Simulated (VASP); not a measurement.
Input of a VASP 6.6.1 run:

File INCAR:

```
SYSTEM = AlN
PREC     = Accurate       ! precision mode
ENCUT    = 520            ! plane-wave cutoff, eV
EDIFF    = 1E-7           ! SCF threshold, eV
ISMEAR   = 0              ! smearing method
SIGMA    = 0.01           ! smearing width, eV
LREAL    = .FALSE.        ! projectors in reciprocal space
LASPH    = .TRUE.         ! aspherical terms in the spheres
NELM     = 100            ! most SCF steps
ALGO     = Normal         ! electronic algorithm
ISIF     = 2              ! what is computed and relaxed
LWAVE    = .FALSE.        ! write WAVECAR
LCHARG   = .FALSE.        ! write CHGCAR
NBANDS   = 16             ! bands
```

The input KPOINTS:

```
Automatic mesh
0
G
  6 6 4
  0 0 0
```

Contents of POSCAR:

```
AlN
1.0
    3.2757073528      0.0000000000      0.0000000000
   -1.6378536764      2.8368457829      0.0000000000
    0.0000000000      0.0000000000      4.1017798274
Al N
2 2
Direct
    0.3333333333      0.6666666667      0.7500000000
    0.6666666667      0.3333333333      0.2500000000
    0.3333333333      0.6666666667      0.2500000000
    0.6666666667      0.3333333333      0.7500000000
```

Potentials or basis: VASP PAW LDA potentials, release 64 (Al, N).

Run with:

```sh
$ cat potpaw_LDA.64/Al/POTCAR potpaw_LDA.64/N/POTCAR > POTCAR
$ mpirun -np 1 vasp_std > vasp.out
```

Question: Estimate the band gap on the k mesh.

Answer: 3.63 eV, direct.

Question: Estimate the pressure.

Answer: 0.6 GPa.

Stress tensor (GPa, compression positive):
```
0.70 0.00 0.00
0.00 0.70 0.00
0.00 0.00 0.42
```

A k mesh can miss the band edges. As with any semilocal functional, this LDA gap is likely too small.
